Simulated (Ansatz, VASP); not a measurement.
**Ca: VASP beside Ansatz**

POSCAR

```
Ca
1.0
   -2.2052049036      2.2052049036      2.1961148100
    2.2052049036     -2.2052049036      2.1961148100
    2.2052049036      2.2052049036     -2.1961148100
Ca
1
Direct
    0.5000000000      0.5000000000      0.0000000000
```

File INCAR.step1:

```
PREC = Accurate ; ENCUT = 520
ISMEAR = -1 ; SIGMA = 0.05
LREAL = False ; LASPH = True
NELM = 60 ; NBANDS = 11
GGA = PE ; ALGO = Normal
EDIFF = 1E-4 ; LWAVE = True
LCHARG = False
```

Contents of INCAR.step2:

```
PREC = Accurate ; ENCUT = 520
EDIFF = 1E-7 ; ISMEAR = -1
SIGMA = 0.05 ; LREAL = False
LASPH = True ; NELM = 60
ALGO = Normal ; ISIF = 2
LWAVE = False ; LCHARG = False
METAGGA = R2SCAN ; LMIXTAU = True
NBANDS = 11 ; ISTART = 1
```

Contents of KPOINTS:

```
Automatic mesh
0
Gamma
  5 5 5
```

The input input.yaml:

```yaml
crystal:
  lattice:
    - [-2.2052049036, 2.2052049036, 2.19611481]
    - [2.2052049036, -2.2052049036, 2.19611481]
    - [2.2052049036, 2.2052049036, -2.19611481]
  atoms:
    - { symbol: Ca, position: [0.5, 0.5, 0.0] }
hamiltonian:
  xc: r2scan
  pseudopotentials: { kind: paw }
kpoints:
  mp_grid: { grid: [5, 5, 5] }
  band_path:
    path:
      - [[0.0, 0.0, 0.0], [0.0, 0.0, 0.5], [-0.5, 0.5, 0.5], [0.0, 0.0, 0.0], [0.4979431938, 0.4979431938, -0.4979431938], [0.25, 0.25, 0.25], [0.0, 0.5, 0.0], [-0.4979431938, 0.5020568062, 0.4979431938], [-0.5, 0.5, 0.5]]
      - [[0.0, 0.0, 0.5], [0.25, 0.25, 0.25]]
    npoints: 14
scf:
  occupations: { method: fermi_dirac, width: 0.05 }
  n_extra_bands: 6
output:
  forces: true
  stress: true
  eigenvalues: true
  fatbands: false
```

Alike in both runs: functional r2SCAN; k mesh 5 × 5 × 5; occupations fermi-dirac, width 0.05 eV; no spin polarisation.

|  | VASP | Ansatz |
| --- | --- | --- |
| version | VASP 6.6.1 | Ansatz 0.2.0 |
| potentials or method | VASP PAW PBE potentials, release 64 (Ca_sv) | Ansatz PAW |
| plane-wave cutoff (eV) | 520 | 500 |
| valence electrons in the cell | 10 | 10 |
| task | single point | band structure |

```csv
,VASP,Ansatz,Ansatz less VASP
gap on the k mesh at the Fermi level (eV),none,none,-
pressure (GPa),0.2,0.1,-0.06
```

VASP's potentials were made for PBE, not for r2SCAN. A gap of «none» marks a metal or a gap that the smearing closes.

The k mesh is coarse, so the values compare programs but aren't converged.
